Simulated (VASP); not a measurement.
# AlN (Fm-3m) in VASP: further runs

The runs below take AlN through single point, with PBE.

The COD entry that gives the cell may itself be a prediction, so a difference from it is no test against experiment.

Everything below comes from runs of VASP 6.6.1. Logs are shortened: lines on timing, memory, paths and dates and some standing lists are left out, and cuts for length are marked.

## 1. The cell of the first run

The structure is cubic, space group Fm-3m (No. 225). The conventional cell has a = 3.951 Å, b = 3.951 Å, c = 3.951 Å, α = 90.00°, β = 90.00°, γ = 90.00°. Within 2.6 Å of Al (site symmetry m-3m) lie 6 N at 1.98 Å. Within 2.6 Å of N (site symmetry m-3m) lie 6 Al at 1.98 Å.

## 2. Single point, PBE

File INCAR:

```
ALGO = Normal ; EDIFF = 1E-6
ENCUT = 600 ; GGA = PE
GGA_COMPAT = F ; ISIF = 2
ISMEAR = 0 ; LASPH = T
LCHARG = F ; LREAL = F
LWAVE = F ; NBANDS = 11
NELM = 120 ; PREC = Accurate
SIGMA = 0.01
```

File KPOINTS:

```
k-points
0
Gamma
  7 7 7
```

File POSCAR:

```
AlN
1.0
    0.0000000000      1.9755415763      1.9755415763
    1.9755415763      0.0000000000      1.9755415763
    1.9755415763      1.9755415763      0.0000000000
Al N
1 1
Direct
    0.0000000000      0.0000000000      0.0000000000
    0.5000000000      0.5000000000      0.5000000000
```

Potentials or basis: VASP PAW PBE potentials, release 64 (Al, N).

Started as:

```
$ cat potpaw_PBE.64/Al/POTCAR potpaw_PBE.64/N/POTCAR > POTCAR
$ mpirun -np 1 vasp_std > vasp.out
```

OUTCAR:

```text
EDIFF = 1E-6
   ENCUT = 600
   GGA = PE
   ISIF = 2
   ISMEAR = 0
   LASPH = T
   LREAL = F
   NELM = 120
   PREC = Accurate

 ion  position               nearest neighbor table
   1  0.000  0.000  0.000-   2 1.98   2 1.98   2 1.98   2 1.98   2 1.98   2 1.98
   2  0.500  0.500  0.500-   1 1.98   1 1.98   1 1.98   1 1.98   1 1.98   1 1.98

  LATTYP: Found a face centered cubic cell.
 ALAT       =     3.9510831526

  Lattice vectors:

 A1 = (   0.0000000000,   1.9755415763,   1.9755415763)
 A2 = (   1.9755415763,   0.0000000000,   1.9755415763)
 A3 = (   1.9755415763,   1.9755415763,   0.0000000000)

Analysis of symmetry for initial positions (statically):
=====================================================================
 Subroutine PRICEL returns:
 Original cell was already a primitive cell.

 Routine SETGRP: Setting up the symmetry group for a
 face centered cubic supercell.

 Subroutine GETGRP returns: Found 48 space group operations
 (whereof 48 operations were pure point group operations)
 out of a pool of 48 trial point group operations.

The static configuration has the point symmetry O_h .

Analysis of symmetry for dynamics (positions and initial velocities):
=====================================================================
 Subroutine PRICEL returns:
 Original cell was already a primitive cell.

 Routine SETGRP: Setting up the symmetry group for a
 face centered cubic supercell.

 Subroutine GETGRP returns: Found 48 space group operations
 (whereof 48 operations were pure point group operations)
 out of a pool of 48 trial point group operations.

The dynamic configuration has the point symmetry O_h .

 Subroutine INISYM returns: Found 48 space group operations
 (whereof 48 operations are pure point group operations),
 and found     1 'primitive' translations

----------------------------------------------------------------------------------------

                                     Primitive cell

  volume of cell :      15.4201

  direct lattice vectors                    reciprocal lattice vectors
     0.000000000  1.975541576  1.975541576    -0.253095154  0.253095154  0.253095154
     1.975541576  0.000000000  1.975541576     0.253095154 -0.253095154  0.253095154
     1.975541576  1.975541576  0.000000000     0.253095154  0.253095154 -0.253095154

  length of vectors
     2.793837690  2.793837690  2.793837690     0.438373666  0.438373666  0.438373666

  position of ions in fractional coordinates (direct lattice)
     0.000000000  0.000000000  0.000000000
[... 81 lines left out ...]
   POTIM  = 0.5000    time-step for ionic-motion
   TEBEG  =    0.0;   TEEND  =   0.0 temperature during run
   PSTRESS=    0.0 pullay stress
   NELECT =       8.0000    total number of electrons
   NUPDOWN=      -1.0000    fix difference up-down
   EMIN   =  10.00;   EMAX   =-10.00  energy-range for DOS
   EFERMI =   0.00;   METHOD = LEGACY
   ISMEAR =     0;   SIGMA  =   0.01  broadening in eV -4-tet -1-fermi 0-gaus
   EFERMI_NEDOS =   21; number of points for ismear=-14 and -15
   IALGO  =     38    algorithm
   IMIX   =      4    mixing-type and parameters
     AMIX     =   0.40;   BMIX     =  1.00
     AMIX_MAG =   1.60;   BMIX_MAG =  1.00
  volume/ion in A,a.u.               =       7.71        52.03
  Fermi-wavevector in a.u.,A,eV,Ry     =   1.315453  2.485846 23.543745  1.730416
  Thomas-Fermi vector in A             =   2.445635
   LORBIT       =      0    0 simple, 1 ext, 2 COOP (PROOUT), +10 PAW based schemes
   GGA     = PE    functional components
   LHFCALC =     F    Hartree Fock is set to
   AEXX    =    0.0000 exact exchange contribution
   IVDW    =     0    specifies the selected vdW correction
   LEPSILON=     F    determine dielectric tensor
   LRPA    =     F    only Hartree local field effects (RPA)
 non-spin polarized calculation
 Gauss-broadening in eV      SIGMA  =   0.01
  energy-cutoff  :      600.00
  volume of cell :       15.42
 maximum number of plane-waves:       531
 NGX is ok and might be reduce to    24
   NGX = 11   NGY = 11   NGZ = 11

 number of electron       8.0000000 magnetization

 Free energy of the ion-electron system (eV)
  ---------------------------------------------------
  ext. energy  EPLUGINS =         0.00000000
  ---------------------------------------------------
  free energy    TOTEN  =       -14.43551594 eV

  energy without entropy =      -14.43551594  energy(sigma->0) =      -14.43551594

 E-fermi :  10.9536     XC(G=0): -12.6131

 val. band max:       10.8886836790   @ k =   0.0000   0.0000   0.0000
 cond. band min:      16.2542007901   @ k =   0.4286   0.4286   0.0000
 fundamental gap:      5.3655171111
 Fermi energy:        10.9535966062

 k-point     1 :       0.0000    0.0000    0.0000
  band No.  band energies     occupation
      1      -7.3108      2.00000
      2      10.8887      2.00000
      3      10.8887      2.00000
      4      10.8887      2.00000
      5      17.6018      0.00000
      6      23.2756      0.00000
      7      23.2756      0.00000
      8      23.2756      0.00000
      9      28.6075      0.00000
     10      29.1913      0.00000
     11      29.1913      0.00000
[... 253 lines left out ...]
 k-point    20 :      -0.2857    0.4286    0.1429
  band No.  band energies     occupation
      1      -2.6324      2.00000
      2       4.4847      2.00000
      3       4.8016      2.00000
      4       7.5659      2.00000
      5      18.9794      0.00000
      6      21.4274      0.00000
      7      23.0176      0.00000
      8      24.6549      0.00000
      9      29.9330      0.00000
     10      31.7250      0.00000
     11      37.9159      0.00000

------------------------ aborting loop because EDIFF is reached ----------------------------------------

  FORCE on cell =-STRESS in cart. coord.  units (eV):
  Direction    XX          YY          ZZ          XY          YZ          ZX
  --------------------------------------------------------------------------------------
  -------------------------------------------------------------------------------------
  Total        2.5400720      2.5400720      2.5400720     -0.0000000     -0.0000000     -0.0000000
  in kB      263.9174405    263.9174405    263.9174405     -0.0000000     -0.0000000     -0.0000000
  external PRESSURE =     263.9174405 kB  Pullay stress =       0.0000000 kB

 VOLUME and BASIS-vectors are now :
 -----------------------------------------------------------------------------
  energy-cutoff  :      600.00
  volume of cell :       15.42
      direct lattice vectors                 reciprocal lattice vectors
     0.000000000  1.975541576  1.975541576    -0.253095154  0.253095154  0.253095154
     1.975541576  0.000000000  1.975541576     0.253095154 -0.253095154  0.253095154
     1.975541576  1.975541576  0.000000000     0.253095154  0.253095154 -0.253095154

 POSITION                                       TOTAL-FORCE (eV/Angst)
 -----------------------------------------------------------------------------------
      0.00000      0.00000      0.00000         0.000000      0.000000     -0.000000
      1.97554      1.97554      1.97554        -0.000000     -0.000000      0.000000
 -----------------------------------------------------------------------------------
    total drift:                               -0.000000     -0.000000      0.000000

  FREE ENERGIE OF THE ION-ELECTRON SYSTEM (eV)
  ---------------------------------------------------
  free  energy   TOTEN  =       -14.4355159449 eV

  energy  without entropy=      -14.4355159449  energy(sigma->0) =      -14.43551594
```

OSZICAR:

```text
N       E                     dE             d eps       ncg     rms          rms(c)
DAV:   1     0.151610380567E+02    0.15161E+02   -0.43324E+03   448   0.713E+02
DAV:   2    -0.154001728751E+02   -0.30561E+02   -0.29515E+02   520   0.169E+02
DAV:   3    -0.162479321838E+02   -0.84776E+00   -0.84624E+00   546   0.250E+01
DAV:   4    -0.162515863528E+02   -0.36542E-02   -0.36538E-02   500   0.175E+00
DAV:   5    -0.162516197690E+02   -0.33416E-04   -0.33416E-04   535   0.159E-01    0.788E+00
DAV:   6    -0.144640970021E+02    0.17875E+01   -0.71811E+00   502   0.154E+01    0.284E+00
DAV:   7    -0.144406238842E+02    0.23473E-01   -0.22855E-01   493   0.340E+00    0.185E+00
DAV:   8    -0.144357984140E+02    0.48255E-02   -0.15172E-02   461   0.117E+00    0.363E-01
DAV:   9    -0.144354683410E+02    0.33007E-03   -0.12642E-03   509   0.237E-01    0.167E-01
DAV:  10    -0.144355242013E+02   -0.55860E-04   -0.15537E-04   491   0.886E-02    0.553E-02
DAV:  11    -0.144355161915E+02    0.80098E-05   -0.26509E-05   509   0.311E-02    0.856E-03
DAV:  12    -0.144355159449E+02    0.24659E-06   -0.89535E-07   256   0.827E-03
   1 F= -.14435516E+02 E0= -.14435516E+02  d E =-.247305E-22
```

stdout:

```text
POSCAR found type information on POSCAR AlN
 POSCAR found :  2 types and       2 ions
 scaLAPACK will be used
 LDA part: xc-table for (Slater+PW92), standard interpolation
 POSCAR, INCAR and KPOINTS ok, starting setup
 FFT: planning ... GRIDC
 FFT: planning ... GRID_SOFT
 FFT: planning ... GRID
 WAVECAR not read
 entering main loop
```

Run time: 4.4 s. Hardware: 1 thread of Intel Xeon Platinum 8559C (Emerald Rapids), shared host; peak memory 0.13 GiB.

What came out:

```yaml
Free_energy: -14.4355 eV
Pressure: 26.4 GPa
Band_gap_on_the_k_mesh: 5.37 eV, indirect (least direct gap 6.71 eV)
```

(Continued in part 2 of 3.)
